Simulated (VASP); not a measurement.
Crystal: MgB2.

```
Mg B
1.0
     3.08500    0.00000    0.00000
    -1.54250    2.67169    0.00000
     0.00000    0.00000    3.52300
Mg B
1 2
Direct
  0.00000 0.00000 0.00000
  0.33333 0.66667 0.50000
  0.66667 0.33333 0.50000
```

Base run:

- Program: VASP 6.6.1
- Functional: LDA
- Potentials or basis: VASP PAW LDA potentials, release 64 (Mg, B)
- Cutoff: 520 eV
- k mesh: 17 × 17 × 13
- Occupations: fermi-dirac, width 0.05 eV
- Spin: no spin polarisation

Its results: band gap on the k mesh zero (bands 4 and 5 overlap by 3.08 eV); pressure -8.2 GPa.

Question: The run is repeated on the same cell with these changes: functional from LDA to r2SCAN; potentials or basis from VASP PAW LDA potentials, release 64 (Mg, B) to VASP PAW PBE potentials, release 64 (Mg, B). What comes out?

Answer: Band gap on the k mesh zero (bands 4 and 5 overlap by 3.23 eV); pressure -2.7 GPa.

Caveats: the cell stands under tension (at least some runs); the PAW data sets were made with another functional, which shifts forces and pressure a little (at least some runs).
